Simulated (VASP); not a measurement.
# Cu: single point with HSE06

Crystal: Cu.

```xyz
1
Lattice="0.0000 1.7652 1.7652 1.7652 0.0000 1.7652 1.7652 1.7652 0.0000" Properties=species:S:1:pos:R:3 pbc="T T T"
Cu    0.0000    0.0000    0.0000
```

| Quantity | Value |
| --- | --- |
| Program | VASP 6.6.1 |
| Task | single point |
| Functional | HSE06 |
| Potentials or basis | VASP PAW PBE potentials, release 64 (Cu) |
| Cutoff | 520 eV |
| k mesh | 6 × 6 × 6 |
| Occupations | fermi-dirac, width 0.1 eV |
| Spin | no spin polarisation |
| Dipole correction | no |
| Grid for exact exchange (PRECFOCK) | Normal |
| Further INCAR settings | ALGO = Normal; EDIFF = 1e-06; NBANDS = 12 |
| Share of exact exchange | 0.25 |
| Screening parameter | 0.2079 1/Å |

```json
{
  "Pressure": "15.1 GPa",
  "Band gap on the k mesh": "zero (an odd number of electrons rules out a gap without spin polarisation)"
}
```

Levels at points of the mesh, in eV from the Fermi level:
| k point | band 2 | band 3 | band 4 | band 5 | band 6 | band 7 | band 8 | band 9 | band 10 | band 11 |
| --- | --- | --- | --- | --- | --- | --- | --- | --- | --- | --- |
| (0.00, 0.00, 0.00) | -4.45 | -4.45 | -4.45 | -3.53 | -3.53 | 24.67 | 28.22 | 28.22 | 28.22 | 30.97 |
| (0.50, 0.00, 0.00) | -4.52 | -4.52 | -2.71 | -2.71 | -0.97 | 5.14 | 23.05 | 25.16 | 25.16 | 28.00 |
| (0.50, 0.50, 0.00) | -6.10 | -2.83 | -2.49 | -2.49 | 2.18 | 8.89 | 15.19 | 15.19 | 20.07 | 23.42 |

Wall time 4.8 min on 1 thread of AMD EPYC 7R13 Processor (Zen 3), with other jobs on the host, peak memory 0.19 GiB.

Caveat: the k points lie up to 0.51 Å⁻¹ apart, too coarse for converged energies and pressures of a metal; the PAW data sets were made with another functional, which shifts forces and pressure a little.
